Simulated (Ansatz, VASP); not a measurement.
**SnO2 in VASP and in Ansatz**

```
Sn O
1.0
     4.73727    0.00000    0.00000
     0.00000    4.73727    0.00000
     0.00000    0.00000    3.18638
Sn O
2 4
Direct
  0.00000 0.00000 0.00000
  0.50000 0.50000 0.50000
  0.30700 0.30700 0.00000
  0.19300 0.80700 0.50000
  0.69300 0.69300 0.00000
  0.80700 0.19300 0.50000
```

Alike in both runs: task relaxation of the atoms; functional PBE; k mesh 5 × 5 × 8; no spin polarisation.

|  | VASP | Ansatz |
| --- | --- | --- |
| version | VASP 6.6.1 | Ansatz 0.2.0 |
| potentials or method | VASP PAW PBE potentials, release 64 (Sn_d, O) | scalar-relativistic, plane waves, PAW |
| plane-wave cutoff (eV) | 520 | 420 |
| occupations | gaussian, width 0.01 eV | fixed |
| valence electrons in the cell | 52 | 52 |

VASP gave:

| Quantity | Value |
| --- | --- |
| gap on the k mesh at the Fermi level, each at its own relaxed structure (eV) | 1.24 |

Q: Which values does Ansatz return?

A: gap on the k mesh at the Fermi level, each at its own relaxed structure (eV): 1.25.

Ansatz's warnings: stress scf threshold loose.
